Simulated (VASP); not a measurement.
# Mo (Pm-3m) in VASP: further runs, part 3 of 3

VASP 6.6.1. The steps go on from the part before.

## 4. Relaxation of cell and atoms, LDA, target pressure 120 GPa, at which the enthalpy is minimised

Input file INCAR:

```
ALGO = Normal
EDIFF = 1E-7
EDIFFG = -0.005
ENCUT = 600
IBRION = 2
ISIF = 3
ISMEAR = -1
LASPH = T
LCHARG = F
LREAL = F
LWAVE = F
NELM = 100
NSW = 60
PREC = Accurate
PSTRESS = 1200.0
SIGMA = 0.05
```

Input file KPOINTS:

```
k-points
0
Gamma
  16 16 16
```

Input file POSCAR:

```
Mo
1.0
    2.3097875184      0.0000000000      0.0000000000
    0.0000000000      2.3097875184      0.0000000000
    0.0000000000      0.0000000000      2.3097875184
Mo
1
Direct
    0.0000000000      0.0000000000      0.0000000000
```

Command:

```
> cat potpaw_LDA.64/Mo_sv/POTCAR > POTCAR
> mpirun -np 1 vasp_std > vasp.out
```

Run time: 85 s. Hardware: 1 thread of AMD EPYC 7R13, shared host; peak memory 0.11 GiB.

The run converged. Its results:

| Quantity | Value |
| --- | --- |
| Free energy | -9.6868 eV |
| Relaxed volume | 12.41 Å³/atom |
| Relaxed cell | a = 2.315 Å, b = 2.315 Å, c = 2.315 Å, α = 90.00°, β = 90.00°, γ = 90.00° |
| Space group after relaxing (to 0.05 Å) | Pm-3m (No. 221) |
| Energy change on relaxing (the enthalpy is what falls) | -66.4 meV/atom |
| Ionic steps | 4 |
| Pressure after relaxing | 120.0 GPa |
| Band gap on the k mesh | zero (band 7 reaches 18.41 eV, above the bottom of band 8 at 15.26 eV) |

The path:
```csv
step,energy change (eV),largest force (eV/Å),pressure (GPa),volume (Å³)
1,0.0000,0.0000,124.61,12.32
2,-0.4356,0.0000,93.39,12.97
3,-0.0678,0.0000,119.91,12.41
4,-0.0664,0.0000,119.99,12.41
```

Final structure:
```cif
data_structure
_symmetry_space_group_name_H-M 'P 1'
_symmetry_Int_Tables_number 1
_cell_length_a 2.3152
_cell_length_b 2.3152
_cell_length_c 2.3152
_cell_angle_alpha 90.000
_cell_angle_beta 90.000
_cell_angle_gamma 90.000
_cell_volume 12.41
loop_
_atom_site_label
_atom_site_type_symbol
_atom_site_fract_x
_atom_site_fract_y
_atom_site_fract_z
_atom_site_occupancy
Mo1 Mo 0.00000 0.00000 0.00000 1
```

Levels at points of the mesh, in eV from the Fermi level:
```
           k point  band 5  band 6  band 7  band 8  band 9  band 10
(0.00, 0.00, 0.00)   -7.36   -6.45   -6.45    6.05    6.05     6.05
(0.50, 0.00, 0.00)   -5.05   -3.95    0.58    0.58    0.70     6.65
(0.50, 0.50, 0.00)   -8.60   -2.88    1.73    1.73    8.16     8.16
(0.50, 0.50, 0.50)   -6.21   -6.21   -6.21    6.59   10.21    10.21
```

Caveat: the cell is relaxed towards a set pressure, so the enthalpy falls and the energy may rise.

## 5. Relaxation of cell and atoms, LDA, target pressure 120 GPa, at which the enthalpy is minimised

Input file INCAR:

```
PREC = Accurate
ENCUT = 600
EDIFF = 1E-7
ISMEAR = -1
SIGMA = 0.05
LREAL = False
LASPH = True
NELM = 60
ALGO = Normal
ISIF = 3
LWAVE = False
LCHARG = False
GGA = CA
IBRION = 2
NSW = 32
EDIFFG = -0.005
PSTRESS = 1200.0
```

Input file KPOINTS:

```
Automatic mesh
0
Gamma
  16 16 16
```

Input file POSCAR:

```
Mo
1.0
    2.3112862624      0.0000000000      0.0000000000
    0.0000000000      2.3112862624      0.0000000000
    0.0000000000      0.0000000000      2.3112862624
Mo
1
Direct
    0.0000000000      0.0000000000      0.0000000000
```

Potentials or basis: VASP PAW LDA potentials, release 64 (Mo_sv).

Command:

```
> cat potpaw_LDA.64/Mo_sv/POTCAR > POTCAR
> mpirun -np 1 vasp_std > vasp.out
```

OUTCAR:

```text
PREC = Accurate
   ENCUT = 600
   EDIFF = 1E-7
   ISMEAR = -1
   LREAL = False
   LASPH = True
   NELM = 60
   ISIF = 3
   GGA = CA
   IBRION = 2
   NSW = 32
   EDIFFG = -0.005
   PSTRESS = 1200.0

 ion  position               nearest neighbor table
   1  0.000  0.000  0.000-

  LATTYP: Found a simple cubic cell.
 ALAT       =     2.3112862624

  Lattice vectors:

 A1 = (   2.3112862624,   0.0000000000,   0.0000000000)
 A2 = (   0.0000000000,   2.3112862624,   0.0000000000)
 A3 = (   0.0000000000,   0.0000000000,   2.3112862624)

Analysis of symmetry for initial positions (statically):
=====================================================================
 Subroutine PRICEL returns:
 Original cell was already a primitive cell.

 Routine SETGRP: Setting up the symmetry group for a
 simple cubic supercell.

 Subroutine GETGRP returns: Found 48 space group operations
 (whereof 48 operations were pure point group operations)
 out of a pool of 48 trial point group operations.

[... 166 lines left out ...]
  --------------------------------------------------------------------------------------
  -------------------------------------------------------------------------------------
  Total        9.5036584      9.5036584      9.5036584     -0.0000000     -0.0000000      0.0000000
  in kB     1233.2189386   1233.2189386   1233.2189386     -0.0000000     -0.0000000      0.0000000
  external PRESSURE =      33.2189386 kB  Pullay stress =    1200.0000000 kB
[... 61 lines left out ...]
--------------------------------------- Ionic step        3  -------------------------------------------

 number of electron      13.9999993 magnetization

 Free energy of the ion-electron system (eV)
  ---------------------------------------------------
  ext. energy  EPLUGINS =         0.00000000
  ---------------------------------------------------
  free energy    TOTEN  =        -9.68740434 eV

  energy without entropy =       -9.68025726  energy(sigma->0) =       -9.68383080

 E-fermi :  16.4073     XC(G=0): -14.7825

 val. band max:       16.4060829519   @ k =   0.5000   0.3125   0.1875
 cond. band min:      16.4077255357   @ k =   0.4375   0.3750   0.1875
 fundamental gap:      0.0016425838
 Fermi energy:        16.4072539802

 k-point     1 :       0.0000    0.0000    0.0000
  band No.  band energies     occupation
      1     -45.0369      2.00000
      2     -17.1304      2.00000
      3     -17.1304      2.00000
      4     -17.1304      2.00000
      5       9.0480      2.00000
      6       9.9575      2.00000
      7       9.9575      2.00000
      8      22.4593      0.00000
      9      22.4593      0.00000
     10      22.4593      0.00000
     11      35.0820      0.00000
[... 309 lines left out ...]
 k-point    24 :       0.5000    0.1250    0.0000
  band No.  band energies     occupation
      1     -44.2732      2.00000
      2     -20.8600      2.00000
      3     -17.3288      2.00000
      4     -16.6844      2.00000
      5      11.8757      2.00000
      6      13.5629      2.00000
      7      13.6480      2.00000
      8      17.1439      0.00000
      9      19.9920      0.00000
     10      22.1059      0.00000
     11      30.1862      0.00000

 [... further k-points ...]
[... 5 lines left out ...]
  --------------------------------------------------------------------------------------
  -------------------------------------------------------------------------------------
  Total        9.2921509      9.2921509      9.2921509     -0.0000000     -0.0000000      0.0000000
  in kB     1199.5697922   1199.5697922   1199.5697922     -0.0000000     -0.0000000      0.0000000
  external PRESSURE =      -0.4302078 kB  Pullay stress =    1200.0000000 kB
[... 20 lines left out ...]
  energy  without entropy=       -9.6802572629  energy(sigma->0) =       -9.68383080

  enthalpy is  TOTEN    =        -0.3919209416 eV   P V=        9.2954833957

 reached required accuracy - stopping structural energy minimisation
```

OSZICAR:

```text
N       E                     dE             d eps       ncg     rms          rms(c)
DAV:   1     0.117426656149E+03    0.11743E+03   -0.91094E+03  3638   0.151E+03
[... 21 lines left out ...]
DAV:   1    -0.985338630169E+01    0.10800E+00   -0.42880E+00  3678   0.314E+01    0.813E+00
DAV:   2    -0.969862827079E+01    0.15476E+00   -0.29582E-01  3663   0.776E+00    0.125E+00
DAV:   3    -0.968552106807E+01    0.13107E-01   -0.50617E-02  3744   0.310E+00    0.992E-01
DAV:   4    -0.968736347128E+01   -0.18424E-02   -0.16896E-03  3681   0.476E-01    0.120E-01
DAV:   5    -0.968740695786E+01   -0.43487E-04   -0.95799E-05  3912   0.125E-01    0.742E-03
DAV:   6    -0.968740430931E+01    0.26486E-05   -0.20648E-06  3717   0.164E-02    0.332E-03
DAV:   7    -0.968740433724E+01   -0.27935E-07   -0.18387E-08  2010   0.171E-03
   3 F= -.39192094E+00 E0= -.38834740E+00  d E =-.653032E-03
```

CONTCAR:

```text
Mo
   1.00000000000000
     2.3152635714299090   -0.0000000000000000    0.0000000000000000
    -0.0000000000000000    2.3152635714299090   -0.0000000000000000
    -0.0000000000000000   -0.0000000000000000    2.3152635714299090
  Mo
     1
Direct
     0.0000000000000000    0.0000000000000000    0.0000000000000000

  0.00000000E+00  0.00000000E+00  0.00000000E+00
```

It took 70 s on 1 thread of AMD EPYC 7R13, shared host; peak memory 0.11 GiB.

Results:

```yaml
Free_energy: -9.6874 eV
Relaxed_volume: 12.41 Å³/atom
Relaxed_cell: a = 2.315 Å, b = 2.315 Å, c = 2.315 Å, α = 90.00°, β = 90.00°, γ = 90.00°
Space_group_after_relaxing_to_0.05_Å: Pm-3m (No. 221)
Energy_change_on_relaxing_the_enthalpy_is_what_falls: -48.5 meV/atom
Ionic_steps: 3
Pressure_after_relaxing: 120.0 GPa
Band_gap_on_the_k_mesh: zero (band 7 reaches 18.41 eV, above the bottom of band 8 at 15.26 eV)
```

Step by step:
| step | energy change (eV) | largest force (eV/Å) | pressure (GPa) | volume (Å³) |
| --- | --- | --- | --- | --- |
| 1 | 0.0000 | 0.0000 | 123.32 | 12.35 |
| 2 | -0.3225 | 0.0000 | 100.37 | 12.81 |
| 3 | -0.0485 | 0.0000 | 119.96 | 12.41 |

Final structure:
```yaml
crystal:
  lattice:
    - [2.31526, 0.00000, 0.00000]
    - [0.00000, 2.31526, 0.00000]
    - [0.00000, 0.00000, 2.31526]
  atoms:
    - { symbol: Mo, position: [0.00000, 0.00000, 0.00000] }
```

Caveat: the cell is relaxed towards a set pressure, so the enthalpy falls and the energy may rise.

## 6. The runs side by side

| task | cell | cutoff (eV) | gap on the mesh (eV) | pressure (GPa) |
| --- | --- | --- | --- | --- |
| single point | a = 2.311 Å, 1 atom | 520 | none | 123.2 |
| relaxation of cell and atoms | relaxed to 120 GPa from a = 2.310 Å, 1 atom | 600 | none | 120.0 |
| relaxation of cell and atoms | relaxed to 120 GPa from a = 2.311 Å, 1 atom | 600 | none | 120.0 |

Alike in all rows: level LDA; potentials or basis VASP PAW LDA potentials, release 64 (Mo_sv); no spin polarisation; k mesh 16 × 16 × 16; smearing fermi-dirac 0.05 eV.

Caveats: the cell is relaxed towards a set pressure, so the enthalpy falls and the energy may rise (some runs).

Total energies depend on the potentials used, so only differences within one code and one set of settings carry meaning.
